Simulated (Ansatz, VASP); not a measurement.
## One calculation of BaTiO3, two programs

```
Ba Ti O
1.0
     3.98545    0.00000    0.00000
     0.00000    3.98545    0.00000
     0.00000    0.00000    4.20048
Ba Ti O
1 1 3
Direct
  0.50000 0.50000 0.59128
  0.00000 0.00000 0.10842
  0.00000 0.50000 0.06024
  0.50000 0.00000 0.06024
  0.00000 0.00000 0.53981
```

Alike in both runs: functional PBE; k mesh 8 × 8 × 8; occupations gaussian, width 0.02 eV; no spin polarisation.

Ansatz relaxed the structure, and its values are those at the end. VASP's run is a single point on that final structure, the one shown.

```csv
,VASP,Ansatz
version,VASP 6.6.1,Ansatz 0.2.0
potentials or method,"VASP PAW PBE potentials, release 64 (Ba_sv, Ti_sv, O), cutoff 520 eV","scalar-relativistic, plane waves, PAW"
valence electrons in the cell,40,40
```

Ansatz gave:

* gap on the k mesh at the Fermi level (eV): 1.84
* least direct gap on the mesh (eV): 2.39
* pressure (GPa): 0.0
* rms of the force components (eV/Å): 0.001

**Question.** What did VASP give for the same quantities?

**Answer.** gap on the k mesh at the Fermi level (eV): 1.79; least direct gap on the mesh (eV): 2.35; pressure (GPa): 1.6; rms of the force components (eV/Å): 0.034.

Spin-orbit coupling is off throughout.
